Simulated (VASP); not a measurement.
A run of VASP 6.6.1:

INCAR

```
SYSTEM = BaTiO3
PREC     = Accurate       ! precision mode
ENCUT    = 520            ! plane-wave cutoff, eV
EDIFF    = 1E-6           ! SCF threshold, eV
ISMEAR   = -1             ! smearing method
SIGMA    = 0.05           ! smearing width, eV
LREAL    = .False.        ! projectors in reciprocal space
LASPH    = .True.         ! aspherical terms in the spheres
NELM     = 100            ! most SCF steps
ALGO     = Normal         ! electronic algorithm
ISIF     = 2              ! what is computed and relaxed
LWAVE    = .False.        ! write WAVECAR
LCHARG   = .True.         ! write CHGCAR
GGA      = PE             ! functional
LELF     = .True.         ! ELF
LVHAR    = .True.       
NBANDS   = 28             ! bands
```

The input KPOINTS:

```
Automatic mesh
0
Gamma
  5 5 5
  0 0 0
```

File POSCAR:

```
BaTiO3
1.0
    3.9998000000      0.0000000000      0.0000000000
    0.0000000000      3.9998000000      0.0000000000
    0.0000000000      0.0000000000      4.0180000000
Ba Ti O
1 1 3
Direct
    0.0000000000      0.0000000000      0.0000000000
    0.5000000000      0.5000000000      0.4900000000
    0.0000000000      0.5000000000      0.5170000000
    0.5000000000      0.0000000000      0.5170000000
    0.5000000000      0.5000000000      0.0190000000
```

Potentials or basis: VASP PAW PBE potentials, release 64 (Ba_sv, Ti_sv, O).

Launch:

```sh
$ cat potpaw_PBE.64/Ba_sv/POTCAR potpaw_PBE.64/Ti_sv/POTCAR potpaw_PBE.64/O/POTCAR > POTCAR
$ mpirun -np 1 vasp_std > vasp.out
```

Hardware: 1 thread of Intel Xeon 6975P-C (shared host).

Task: How long does it take, and how much memory?

Result: Run time: 37 s on 1 thread of Intel Xeon 6975P-C, with other jobs on the host, peak memory 0.19 GiB. Counts: scf iterations 16, k points 18.
